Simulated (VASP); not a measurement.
Crystal: InSb.

```
In Sb
1.0
     0.00000    3.23910    3.23910
     3.23910    0.00000    3.23910
     3.23910    3.23910    0.00000
In Sb
1 1
Direct
  0.00000 0.00000 0.00000
  0.75000 0.75000 0.75000
```

Base run:

```yaml
Program: VASP 6.6.1
Functional: PBEsol
Potentials_or_basis: VASP PAW PBE potentials, release 64 (In_d, Sb)
Cutoff: 520 eV
k_mesh: 9 × 9 × 9
Occupations: fermi-dirac, width 0.05 eV
Spin: no spin polarisation
```

Its results: band gap on the k mesh zero (filled and empty bands touch); pressure 0.9 GPa.

**Question.** After a change of settings the same cell gave: band gap on the k mesh 0.24 eV, direct; pressure 1.7 GPa. Which change was it?
A. functional from PBEsol to PBE; k mesh from 9 × 9 × 9 to 4 × 4 × 4
B. functional from PBEsol to LDA; potentials or basis from VASP PAW PBE potentials, release 64 (In_d, Sb) to VASP PAW LDA potentials, release 64 (In_d, Sb)
C. functional from PBEsol to PBE; further incar settings from ALGO = Normal; EDIFF = 1e-08; NBANDS = 16 to ALGO = Normal; EDIFF = 1e-06; NBANDS = 16
D. functional from PBEsol to r2SCAN

**Answer.** D.

r2SCAN gives the wider gap, since meta-GGAs in the generalised Kohn-Sham scheme recover part of the derivative discontinuity.

Caveats: the PAW data sets were made with another functional, which shifts forces and pressure a little; spin-orbit coupling is left out, which moves the levels of the heavy elements.
